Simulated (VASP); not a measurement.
# TiB2 (Immm) in VASP: single point with PBE

Aim: the single point of TiB2 with PBE.

All numbers are computed with VASP 6.6.1; they aren't measurements. Logs are shortened: lines on timing, memory, paths and dates and some standing lists are left out, and cuts for length are marked.

## 1. The cell of the first run

The structure is orthorhombic, space group Immm (No. 71). Conventional cell: a = 4.481 Å, b = 5.268 Å, c = 5.969 Å, α = 90.00°, β = 90.00°, γ = 90.00°. Within 2.7 Å of Ti (site symmetry mmm) lie 4 B at 2.06 Å and 2 Ti at 2.24 Å. Within 2.3 Å of Ti (site symmetry mmm) lie 4 B at 1.71 Å and 2 Ti at 2.24 Å. B (site symmetry m) has 2 B at 1.65 to 2.27 Å and 2 Ti at 1.71 to 2.06 Å within 2.3 Å.

The cell was built from a structure type or drawn by symmetry, and may not be a known phase.

## 2. Single point, PBE

INCAR

```
SYSTEM = TiB2
  PREC = Accurate
  ENCUT = 520
  EDIFF = 1E-7
  ISMEAR = 0
  SIGMA = 0.1
  LREAL = .FALSE.
  LASPH = .TRUE.
  NELM = 60
  ALGO = Normal
  ISIF = 2
  LWAVE = .FALSE.
  LCHARG = .FALSE.
  GGA = PE
  NBANDS = 27
```

KPOINTS

```
regular mesh
0
G
  6 6 6
  0 0 0
```

POSCAR

```
TiB2
1.0
   -2.2403071100      2.6340955000      2.9844799800
    2.2403071100     -2.6340955000      2.9844799800
    2.2403071100      2.6340955000     -2.9844799800
Ti B
2 4
Direct
    0.5000000000      0.0000000000      0.5000000000
    0.5000000000      0.5000000000      0.0000000000
    0.7842565600      0.6844480100      0.4687045700
    0.2157434400      0.3155519900      0.5312954300
    0.2157434400      0.6844480100      0.9001914600
    0.7842565600      0.3155519900      0.0998085400
```

Potentials or basis: VASP PAW PBE potentials, release 64 (Ti_sv, B).

The run is started by

```
$ cat potpaw_PBE.64/Ti_sv/POTCAR potpaw_PBE.64/B/POTCAR > POTCAR
$ mpirun -np 1 vasp_std > vasp.out
```

OUTCAR:

```text
SYSTEM = TiB2
   PREC = Accurate
   ENCUT = 520
   EDIFF = 1E-7
   ISMEAR = 0
   LREAL = .FALSE.
   LASPH = .TRUE.
   NELM = 60
   ISIF = 2
   GGA = PE

 ion  position               nearest neighbor table
   1  0.500  0.000  0.500-   6 2.06   5 2.06   4 2.06   3 2.06   2 2.24   2 2.24
   2  0.500  0.500  0.000-   5 1.71   6 1.71   3 1.71   4 1.71   1 2.24   1 2.24
   3  0.784  0.684  0.469-   6 1.65   2 1.71   1 2.06
   4  0.216  0.316  0.531-   5 1.65   2 1.71   1 2.06
   5  0.216  0.684  0.900-   4 1.65   2 1.71   1 2.06
   6  0.784  0.316  0.100-   3 1.65   2 1.71   1 2.06

  LATTYP: Found a body centered orthorhombic cell.
 ALAT       =     4.4806142200
 B/A-ratio  =     1.1757742893
 C/A-ratio  =     1.3321744892

  Lattice vectors:

 A1 = (  -2.2403071100,   2.6340955000,   2.9844799800)
 A2 = (   2.2403071100,  -2.6340955000,   2.9844799800)
 A3 = (   2.2403071100,   2.6340955000,  -2.9844799800)

Analysis of symmetry for initial positions (statically):
=====================================================================
 Subroutine PRICEL returns:
 Original cell was already a primitive cell.

 Routine SETGRP: Setting up the symmetry group for a
 body centered orthorhombic supercell.

 Subroutine GETGRP returns: Found  8 space group operations
 (whereof  8 operations were pure point group operations)
 out of a pool of  8 trial point group operations.

The static configuration has the point symmetry D_2h.

Analysis of symmetry for dynamics (positions and initial velocities):
=====================================================================
 Subroutine PRICEL returns:
 Original cell was already a primitive cell.

 Routine SETGRP: Setting up the symmetry group for a
 body centered orthorhombic supercell.

 Subroutine GETGRP returns: Found  8 space group operations
 (whereof  8 operations were pure point group operations)
 out of a pool of  8 trial point group operations.

The dynamic configuration has the point symmetry D_2h.

 Subroutine INISYM returns: Found  8 space group operations
 (whereof  8 operations are pure point group operations),
 and found     1 'primitive' translations

----------------------------------------------------------------------------------------

                                     Primitive cell

[... 98 lines left out ...]
   EDIFF  = 0.1E-06   stopping-criterion for ELM
   LREAL  =      F    real-space projection
   EDIFFG = 0.1E-05   stopping-criterion for IOM
   NSW    =      0    number of steps for IOM
   IBRION =     -1    ionic relax: 0-MD 1-quasi-New 2-CG
   NFREE  =      0    steps in history (QN), initial steepest desc. (CG)
   ISIF   =      2    stress and relaxation
   ISYM   =      2    0-nonsym 1-usesym 2-fastsym
   POTIM  = 0.5000    time-step for ionic-motion
   TEBEG  =    0.0;   TEEND  =   0.0 temperature during run
   PSTRESS=    0.0 pullay stress
   NELECT =      36.0000    total number of electrons
   NUPDOWN=      -1.0000    fix difference up-down
   EMIN   =  10.00;   EMAX   =-10.00  energy-range for DOS
   EFERMI =   0.00;   METHOD = LEGACY
   ISMEAR =     0;   SIGMA  =   0.10  broadening in eV -4-tet -1-fermi 0-gaus
   EFERMI_NEDOS =   21; number of points for ismear=-14 and -15
   IALGO  =     38    algorithm
   IMIX   =      4    mixing-type and parameters
     AMIX     =   0.40;   BMIX     =  1.00
     AMIX_MAG =   1.60;   BMIX_MAG =  1.00
  volume/ion in A,a.u.               =      11.74        79.23
  Fermi-wavevector in a.u.,A,eV,Ry     =   1.308840  2.473348 23.307610  1.713061
  Thomas-Fermi vector in A             =   2.439479
   LORBIT       =      0    0 simple, 1 ext, 2 COOP (PROOUT), +10 PAW based schemes
   GGA     = PE    functional components
   LHFCALC =     F    Hartree Fock is set to
   AEXX    =    0.0000 exact exchange contribution
   IVDW    =     0    specifies the selected vdW correction
   LEPSILON=     F    determine dielectric tensor
   LRPA    =     F    only Hartree local field effects (RPA)
 non-spin polarized calculation
 Gauss-broadening in eV      SIGMA  =   0.10
  energy-cutoff  :      520.00
  volume of cell :       70.45
 maximum number of plane-waves:      1923
 NGX is ok and might be reduce to    36
   NGX = 17   NGY = 17   NGZ = 17

 number of electron      35.9999998 magnetization

 Free energy of the ion-electron system (eV)
  ---------------------------------------------------
  ext. energy  EPLUGINS =         0.00000000
  ---------------------------------------------------
  free energy    TOTEN  =       -27.24524560 eV

  energy without entropy =      -27.22825659  energy(sigma->0) =      -27.23675109

 E-fermi :   5.5893     XC(G=0): -10.7874

 val. band max:        5.5547772173   @ k =   0.3333   0.3333   0.0000
 cond. band min:       5.5972512517   @ k =  -0.1667   0.3333   0.1667
 fundamental gap:      0.0424740344
 Fermi energy:         5.5893098665

 k-point     1 :       0.0000    0.0000    0.0000
  band No.  band energies     occupation
      1     -50.9312      2.00000
      2     -49.6728      2.00000
      3     -28.3640      2.00000
      4     -27.4407      2.00000
      5     -27.2878      2.00000
      6     -26.9025      2.00000
[... 709 lines left out ...]
     26      10.9900      0.00000
     27      11.2918      0.00000

 [... further k-points ...]

------------------------ aborting loop because EDIFF is reached ----------------------------------------

  FORCE on cell =-STRESS in cart. coord.  units (eV):
  Direction    XX          YY          ZZ          XY          YZ          ZX
  --------------------------------------------------------------------------------------
  -------------------------------------------------------------------------------------
  Total       34.3545734     43.0757656     -6.0365335     -0.0000000      0.0000000      0.0000000
  in kB      781.3172413    979.6610744   -137.2873308     -0.0000000      0.0000000      0.0000000
  external PRESSURE =     541.2303283 kB  Pullay stress =       0.0000000 kB

 VOLUME and BASIS-vectors are now :
 -----------------------------------------------------------------------------
  energy-cutoff  :      520.00
  volume of cell :       70.45
      direct lattice vectors                 reciprocal lattice vectors
    -2.240307110  2.634095500  2.984479980     0.000000000  0.189818478  0.167533374
     2.240307110 -2.634095500  2.984479980     0.223183687  0.000000000  0.167533374
     2.240307110  2.634095500 -2.984479980     0.223183687  0.189818478  0.000000000

 POSITION                                       TOTAL-FORCE (eV/Angst)
 -----------------------------------------------------------------------------------
      0.00000      2.63410      0.00000        -0.000000     -0.000000     -0.000000
      0.00000      0.00000      2.98448        -0.000000     -0.000000     -0.000000
      0.82644      1.49752      2.98448         1.916522      9.326382     -0.000000
      1.41387      1.13658      0.00000        -1.916522     -9.326382      0.000000
      3.06675      1.13658     -0.00000         1.916522     -9.326382      0.000000
     -0.82644      1.49752      2.98448        -1.916522      9.326382      0.000000
 -----------------------------------------------------------------------------------
    total drift:                                0.000000      0.000000     -0.000000

  FREE ENERGIE OF THE ION-ELECTRON SYSTEM (eV)
  ---------------------------------------------------
  free  energy   TOTEN  =       -27.2452455975 eV

  energy  without entropy=      -27.2282565883  energy(sigma->0) =      -27.23675109
```

OSZICAR:

```text
N       E                     dE             d eps       ncg     rms          rms(c)
DAV:   1     0.411155105138E+03    0.41116E+03   -0.18094E+04  2484   0.148E+03
DAV:   2     0.160665014871E+02   -0.39509E+03   -0.38237E+03  2520   0.438E+02
DAV:   3    -0.303636800108E+02   -0.46430E+02   -0.45191E+02  4381   0.132E+02
DAV:   4    -0.339832514976E+02   -0.36196E+01   -0.35896E+01  3272   0.347E+01
DAV:   5    -0.341715982106E+02   -0.18835E+00   -0.18826E+00  3779   0.662E+00    0.352E+01
DAV:   6    -0.291019427632E+02    0.50697E+01   -0.40612E+01  3315   0.480E+01    0.192E+01
DAV:   7    -0.282195149097E+02    0.88243E+00   -0.36456E+01  3422   0.449E+01    0.124E+01
DAV:   8    -0.273570603500E+02    0.86245E+00   -0.46062E+00  3398   0.236E+01    0.603E+00
DAV:   9    -0.272171354726E+02    0.13992E+00   -0.10511E+00  3449   0.910E+00    0.214E+00
DAV:  10    -0.272580586123E+02   -0.40923E-01   -0.31420E-01  3551   0.449E+00    0.126E+00
DAV:  11    -0.272465838480E+02    0.11475E-01   -0.57496E-02  3342   0.181E+00    0.629E-01
DAV:  12    -0.272452887041E+02    0.12951E-02   -0.18425E-02  3244   0.131E+00    0.245E-01
DAV:  13    -0.272451968500E+02    0.91854E-04   -0.14501E-03  2972   0.346E-01    0.581E-02
DAV:  14    -0.272452512644E+02   -0.54414E-04   -0.14197E-04  2915   0.116E-01    0.460E-02
DAV:  15    -0.272452445431E+02    0.67213E-05   -0.76386E-05  3300   0.101E-01    0.152E-02
DAV:  16    -0.272452454587E+02   -0.91562E-06   -0.97732E-06  3002   0.294E-02    0.266E-03
DAV:  17    -0.272452455696E+02   -0.11088E-06   -0.13544E-06  3270   0.833E-03    0.142E-03
DAV:  18    -0.272452455975E+02   -0.27974E-07   -0.56803E-08  1647   0.257E-03
   1 F= -.27245246E+02 E0= -.27236751E+02  d E =-.169890E-01
```

stdout:

```text
POSCAR found type information on POSCAR TiB
 POSCAR found :  2 types and       6 ions
 scaLAPACK will be used
 LDA part: xc-table for (Slater+PW92), standard interpolation
 POSCAR, INCAR and KPOINTS ok, starting setup
 FFT: planning ... GRIDC
 FFT: planning ... GRID_SOFT
 FFT: planning ... GRID
 WAVECAR not read
 entering main loop
```

Wall time 3.1 min (1 thread of AMD EPYC 7R13 (Zen 3), shared host); peak memory 0.2 GiB.

What came out:

```
Free energy            : -27.2452 eV
Pressure               : 54.1 GPa
Largest force          : 9.521 eV/Å
Band gap on the k mesh : zero (bands 18 and 19 overlap by 1.04 eV)
```

Forces in eV/Å, atoms in the order of the input:
```
Ti   0.000  0.000  0.000
Ti   0.000  0.000  0.000
B    1.917  9.326  0.000
B   -1.917 -9.326  0.000
B    1.917 -9.326  0.000
B   -1.917  9.326  0.000
```

Stress tensor (GPa, compression positive):
```
 78.13   0.00   0.00
  0.00  97.97   0.00
  0.00   0.00 -13.73
```

Caveat: the cell stands under pressure; forces of over 1 eV/Å act on the atoms, so gaps and moduli don't describe the material at rest.
